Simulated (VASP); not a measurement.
# HC12 in VASP: single point with PBE+D3(BJ)

Aim: the single point of HC12 with PBE+D3(BJ).

All numbers are computed with VASP 6.6.1; they aren't measurements. Logs are shortened: lines on timing, memory, paths and dates and some standing lists are left out, and cuts for length are marked.

## (1) The cell of the first run

The cell holds a slab with vacuum, 13 atoms: a = 4.931 Å, b = 4.010 Å, c = 21.601 Å, α = 90.00°, β = 90.00°, γ = 90.00°.

## (2) Single point, PBE+D3(BJ), collinear spin

The input, INCAR:

```
SYSTEM = HC12
PREC = Accurate
ENCUT = 520
EDIFF = 1E-6
ISMEAR = 0
SIGMA = 0.05
LREAL = .FALSE.
LASPH = .TRUE.
NELM = 150
ALGO = Normal
ISIF = 2
LWAVE = .FALSE.
LCHARG = .FALSE.
ISPIN = 2
MAGMOM = 0 0 0 0 0 0 0 0 0 0 0 0 1
LORBIT = 11
LDIPOL = .TRUE.
IDIPOL = 3
DIPOL = 0.5 0.5 0.300
GGA = PE
IVDW = 12
NBANDS = 40
```

The input, KPOINTS:

```
regular mesh
0
G
  6 7 1
  0 0 0
```

The input, POSCAR:

```
HC12
1.0
    4.9311586502      0.0000000000      0.0000000000
    0.0000000000      4.0098697767      0.0000000000
    0.0000000000      0.0000000000     21.6014232414
C H
12 1
Direct
    0.2500000000      0.3776970832      0.1851729840
    0.7500000000      0.3776970832      0.1851729840
    0.0000000000      0.4720802753      0.2130426460
    0.5000000000      0.4720802753      0.2130426460
    0.0000000000      0.6609562027      0.2688143161
    0.5000000000      0.6609562027      0.2688143161
    0.2500000000      0.7503681903      0.2962457608
    0.7500000000      0.7503681903      0.2962457608
    0.2500000000      0.9412921293      0.3552728042
    0.7500000000      0.9412921293      0.3552728042
    0.0000000000      0.0234303656      0.3796705036
    0.5000000000      0.0234303656      0.3796705036
    0.0000000000      0.6900970322      0.5092915924
```

Potentials or basis: VASP PAW PBE potentials, release 64 (C, H).

On the command line:

```sh
$ cat potpaw_PBE.64/C/POTCAR potpaw_PBE.64/H/POTCAR > POTCAR
$ mpirun -np 1 vasp_std > vasp.out
```

OUTCAR:

```text
SYSTEM = HC12
   PREC = Accurate
   ENCUT = 520
   EDIFF = 1E-6
   ISMEAR = 0
   LREAL = .FALSE.
   LASPH = .TRUE.
   NELM = 150
   ISIF = 2
   ISPIN = 2
   LORBIT = 11
   GGA = PE
   IVDW = 12
 IVDW          = 12

 ion  position               nearest neighbor table
   1  0.250  0.378  0.185-   3 1.42   4 1.42
   2  0.750  0.378  0.185-   3 1.42   4 1.42
   3  0.000  0.472  0.213-   5 1.42   2 1.42   1 1.42
   4  0.500  0.472  0.213-   6 1.42   2 1.42   1 1.42
   5  0.000  0.661  0.269-   7 1.41   8 1.41   3 1.42
   6  0.500  0.661  0.269-   7 1.41   8 1.41   4 1.42
   7  0.250  0.750  0.296-   5 1.41   6 1.41   9 1.49
   8  0.750  0.750  0.296-   5 1.41   6 1.41  10 1.49
   9  0.250  0.941  0.355-  11 1.38  12 1.38   7 1.49
  10  0.750  0.941  0.355-  11 1.38  12 1.38   8 1.49
  11  0.000  0.023  0.380-   9 1.38  10 1.38
  12  0.500  0.023  0.380-   9 1.38  10 1.38
  13  0.000  0.690  0.509-

  LATTYP: Found a simple orthorhombic cell.
 ALAT       =     4.0098697767
 B/A-ratio  =     1.2297553100
 C/A-ratio  =     5.3870635318

  Lattice vectors:

 A1 = (   0.0000000000,  -4.0098697767,   0.0000000000)
 A2 = (   4.9311586502,   0.0000000000,   0.0000000000)
 A3 = (   0.0000000000,   0.0000000000,  21.6014232414)

Analysis of symmetry for initial positions (statically):
=====================================================================
 Subroutine PRICEL returns:
 Original cell was already a primitive cell.

 Routine SETGRP: Setting up the symmetry group for a
 simple orthorhombic supercell.

 Subroutine GETGRP returns: Found  2 space group operations
 (whereof  2 operations were pure point group operations)
 out of a pool of  8 trial point group operations.

The static configuration has the point symmetry C_1h.

Analysis of symmetry for dynamics (positions and initial velocities):
=====================================================================
 Subroutine PRICEL returns:
 Original cell was already a primitive cell.

 Routine SETGRP: Setting up the symmetry group for a
 simple orthorhombic supercell.

 Subroutine GETGRP returns: Found  2 space group operations
 (whereof  2 operations were pure point group operations)
 out of a pool of  8 trial point group operations.

The dynamic configuration has the point symmetry C_1h.

[... 190 lines left out ...]
      2     -20.4603      1.00000
      3     -18.0432      1.00000
      4     -18.0294      1.00000
      5     -18.0068      1.00000
      6     -16.2815      1.00000
[... 613 lines left out ...]
     35       4.3473      0.00000
     36       4.9166      0.00000
 Fermi energy:        -3.4465479749

 spin component 2

 k-point     1 :       0.0000    0.0000    0.0000
  band No.  band energies     occupation
      1     -22.2869      1.00000
      2     -20.5732      1.00000
      3     -18.1536      1.00000
      4     -18.0602      1.00000
      5     -18.0444      1.00000
      6     -16.4976      1.00000
[... 613 lines left out ...]
     35       4.7539      0.00000
     36       5.2991      0.00000
 [bands above 36 left out]

------------------------ aborting loop because EDIFF is reached ----------------------------------------

 vacuum level on the upper side and lower side of the slab       (xc-potential included)        -0.465         0.475

 Edisp (eV)   -1.32060

 E8    (eV) :    -0.3911

  FORCE on cell =-STRESS in cart. coord.  units (eV):
  Direction    XX          YY          ZZ          XY          YZ          ZX
  --------------------------------------------------------------------------------------
  -------------------------------------------------------------------------------------
  Total      -0.15390     0.19252     1.22850     0.00000     0.87374     0.00000
  in kB      -0.57728     0.72215     4.60811     0.00000     3.27740     0.00000
  external pressure =        1.58 kB  Pullay stress =        0.00 kB

 VOLUME and BASIS-vectors are now :
 -----------------------------------------------------------------------------
  energy-cutoff  :      520.00
  volume of cell :      427.13
      direct lattice vectors                 reciprocal lattice vectors
     4.931158650  0.000000000  0.000000000     0.202792096  0.000000000  0.000000000
     0.000000000  4.009869777  0.000000000     0.000000000  0.249384657  0.000000000
     0.000000000  0.000000000 21.601423241     0.000000000  0.000000000  0.046293246

 POSITION                                       TOTAL-FORCE (eV/Angst)
 -----------------------------------------------------------------------------------
      1.23279      1.51452      4.00000         0.176978      0.921437      1.572044
      3.69837      1.51452      4.00000        -0.176978      0.921437      1.572044
      0.00000      1.89298      4.60202         0.000000     -1.867116     -3.225137
      2.46558      1.89298      4.60202         0.000000     -1.456510     -2.581030
      0.00000      2.65035      5.80677         0.000000      0.728729      1.322167
      2.46558      2.65035      5.80677         0.000000      0.624213      1.185201
      1.23279      3.00888      6.39933        -0.046350      0.109787      0.136879
      3.69837      3.00888      6.39933         0.046350      0.109787      0.136879
      1.23279      3.77446      7.67440         0.418333     -0.188385     -0.382792
      3.69837      3.77446      7.67440        -0.418333     -0.188385     -0.382792
      0.00000      0.09395      8.20142         0.000000     -0.196817     -0.040656
      2.46558      0.09395      8.20142         0.000000      0.446378      0.786566
      0.00000      2.76720     11.00142         0.000000      0.035446     -0.099370
 -----------------------------------------------------------------------------------
    total drift:                                0.000000     -0.000060     -0.000459

  FREE ENERGIE OF THE ION-ELECTRON SYSTEM (eV)
  ---------------------------------------------------
  free  energy   TOTEN  =      -100.4119477293 eV

  energy  without entropy=     -100.3960529061  energy(sigma->0) =     -100.40400032

 vacuum level on the upper side and lower side of the slab         2.153         3.090

 total charge

# of ion       s       p       d       tot
------------------------------------------
    1        0.917   1.519   0.000   2.435
    2        0.917   1.519   0.000   2.435
    3        0.869   1.764   0.000   2.633
    4        0.868   1.769   0.000   2.637
    5        0.877   1.769   0.000   2.646
    6        0.871   1.780   0.000   2.652
    7        0.870   1.741   0.000   2.611
    8        0.870   1.741   0.000   2.611
    9        0.871   1.781   0.000   2.651
   10        0.871   1.781   0.000   2.651
   11        0.898   1.599   0.000   2.496
   12        0.904   1.613   0.000   2.517
   13        0.375   0.000   0.000   0.375
--------------------------------------------------
tot         10.976  20.374   0.000  31.351

 magnetization (x)

# of ion       s       p       d       tot
------------------------------------------
    1       -0.002   0.003   0.000   0.001
    2       -0.002   0.003   0.000   0.001
    3       -0.002  -0.004   0.000  -0.006
    4        0.001   0.000   0.000   0.001
    5        0.000   0.007   0.000   0.007
    6        0.000   0.006   0.000   0.006
    7       -0.006  -0.026   0.000  -0.031
    8       -0.006  -0.026   0.000  -0.031
    9       -0.001   0.008   0.000   0.006
   10       -0.001   0.008   0.000   0.006
   11       -0.067  -0.396   0.000  -0.463
   12       -0.007  -0.015   0.000  -0.022
   13        0.374   0.000   0.000   0.374
--------------------------------------------------
tot          0.283  -0.432   0.000  -0.149
```

OSZICAR:

```text
N       E                     dE             d eps       ncg     rms          rms(c)
DAV:   1     0.373921735277E+03    0.37392E+03   -0.18593E+04  2568   0.944E+02
DAV:   2    -0.461215519257E+02   -0.42004E+03   -0.39631E+03  3784   0.229E+02
DAV:   3    -0.104193387922E+03   -0.58072E+02   -0.56362E+02  3240   0.877E+01
[... 45 lines left out ...]
DAV:  49    -0.990913231371E+02   -0.15328E-04   -0.15571E-06  2352   0.287E-03    0.204E-03
DAV:  50    -0.990913368884E+02   -0.13751E-04   -0.49010E-07  2304   0.221E-03    0.747E-04
DAV:  51    -0.990913457893E+02   -0.89009E-05   -0.17983E-07  2144   0.112E-03    0.116E-03
DAV:  52    -0.990913479028E+02   -0.21135E-05   -0.95742E-08  2128   0.879E-04    0.699E-04
DAV:  53    -0.990913488911E+02   -0.98828E-06   -0.23427E-07  2248   0.120E-03
   1 F= -.10041195E+03 E0= -.10040400E+03  d E =-.158948E-01  mag=     0.0786
```

Wall time 34 min (1 thread of Oxide Virtual Turin-like, shared host); peak memory 0.82 GiB.

Results:

```yaml
Free_energy: -100.4119 eV
Largest_force: 3.727 eV/Å
Net_moment: 0.08 μB per cell
Site_moments: C +0.00, -0.01, +0.01, -0.03, -0.46, -0.02 (each value once); H +0.37 μB
Valence_electrons_inside_the_program's_atomic_spheres: C 2.44, 2.63, 2.64, 2.65, 2.61, 2.50, 2.52 (each value once); H 0.38
Dispersion_energy_per_atom: -0.102 eV
```

Forces on the atoms (eV/Å):
```
C    0.177  0.921  1.572
C   -0.177  0.921  1.572
C    0.000 -1.867 -3.225
C    0.000 -1.457 -2.581
C    0.000  0.729  1.322
C    0.000  0.624  1.185
C   -0.046  0.110  0.137
C    0.046  0.110  0.137
C    0.418 -0.188 -0.383
C   -0.418 -0.188 -0.383
C    0.000 -0.197 -0.041
C    0.000  0.446  0.787
H    0.000  0.035 -0.099
```
